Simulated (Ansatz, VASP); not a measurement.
## Se in VASP and in Ansatz

```
Se
1.0
     4.33690    0.00000    0.00000
    -2.16845    3.75586    0.00000
     0.00000    0.00000    4.92035
Se
3
Direct
  0.22540 0.00000 0.33333
  0.00000 0.22540 0.66667
  0.77460 0.77460 0.00000
```

Change from the starting cell: volume scaled by 0.98.

Alike in both runs: task single point; functional LDA; k mesh 6 × 6 × 5; occupations fermi-dirac, width 0.03 eV; no spin polarisation.

```csv
,VASP,Ansatz
version,VASP 6.6.1,Ansatz 0.2.0
potentials or method,"VASP PAW LDA potentials, release 64 (Se), cutoff 520 eV","all-electron LAPW, scalar-relativistic"
```

Ansatz gave:

```
gap on the k mesh at the Fermi level (eV)                     : 1.18
pressure (GPa)                                                : -0.1
traceless stress, the component that is largest in VASP (GPa) : 1.33
rms of the force components (eV/Å)                            : 0.242
```

What did VASP give for the same quantities?

gap on the k mesh at the Fermi level (eV): 1.17; pressure (GPa): 0.1; traceless stress, the component that is largest in VASP (GPa): 1.43; rms of the force components (eV/Å): 0.274.

LDA's correlation is that of Perdew and Zunger in VASP and of Perdew and Wang (1992) in Ansatz. Atom by atom the forces differ by 0.032 eV/Å (rms over components). Ansatz ran all-electron here, and VASP with PAW potentials.
